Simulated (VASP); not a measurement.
Here is a VASP 6.6.1 calculation.

Contents of INCAR:

```
  PREC = Accurate
  ENCUT = 520
  EDIFF = 1E-6
  ISMEAR = 0
  SIGMA = 0.1
  LREAL = False
  LASPH = True
  NELM = 150
  ALGO = Normal
  ISIF = 2
  LWAVE = False
  LCHARG = True
  ISPIN = 2
  MAGMOM = 3 0 0 0 0
  LORBIT = 11
  LMAXMIX = 4
  GGA = PE
  LELF = True
  LVHAR = True
  NBANDS = 37
```

File KPOINTS:

```
regular mesh
0
Gamma
  4 4 4
```

Contents of POSCAR:

```
CrPAu3
1.0
    4.3055679367      0.0000000000      0.0000000000
    0.0000000000      4.3055679367      0.0000000000
    0.0000000000      0.0000000000      4.3055679367
Cr P Au
1 1 3
Direct
    0.0000000000      0.0000000000      0.0000000000
    0.5000000000      0.5000000000      0.5000000000
    0.0000000000      0.5000000000      0.5000000000
    0.5000000000      0.0000000000      0.5000000000
    0.5000000000      0.5000000000      0.0000000000
```

Potentials or basis: VASP PAW PBE potentials, release 64 (Cr_pv, P, Au).

Launch:

```sh
$ cat potpaw_PBE.64/Cr_pv/POTCAR potpaw_PBE.64/P/POTCAR potpaw_PBE.64/Au/POTCAR > POTCAR
$ mpirun -np 1 vasp_std > vasp.out
```

Q: Predict the pressure.

A: 46.4 GPa.

Q: What does it give for the site moments?

A: Cr +3.85; P +0.02; Au -0.03 μB.

Caveat: the k points lie up to 0.36 Å⁻¹ apart; a cell with one magnetic atom can't hold antiferromagnetic order, which such compounds often take.
